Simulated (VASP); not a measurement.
Pt:

```
Pt
1.0
     0.00000    1.96090    1.96090
     1.96090    0.00000    1.96090
     1.96090    1.96090    0.00000
Pt
1
Direct
  0.00000 0.00000 0.00000
```

Base run:

| Quantity | Value |
| --- | --- |
| Program | VASP 6.6.1 |
| Functional | revPBE |
| Potentials or basis | VASP PAW PBE potentials, release 64 (Pt) |
| Cutoff | 520 eV |
| k mesh | 15 × 15 × 15 |
| Occupations | fermi-dirac, width 0.1 eV |
| Spin | no spin polarisation |

Its results: band gap on the k mesh zero (band 5 reaches 11.77 eV, above the bottom of band 6 at 9.59 eV); pressure 13.0 GPa.

Q: The run is repeated on the same cell with these changes: functional from revPBE to RPBE. What comes out?

A: Band gap on the k mesh zero (band 5 reaches 11.79 eV, above the bottom of band 6 at 9.61 eV); pressure 14.2 GPa.

Caveats: the PAW data sets were made with another functional, which shifts forces and pressure a little; spin-orbit coupling is left out, which moves the levels of the heavy elements.
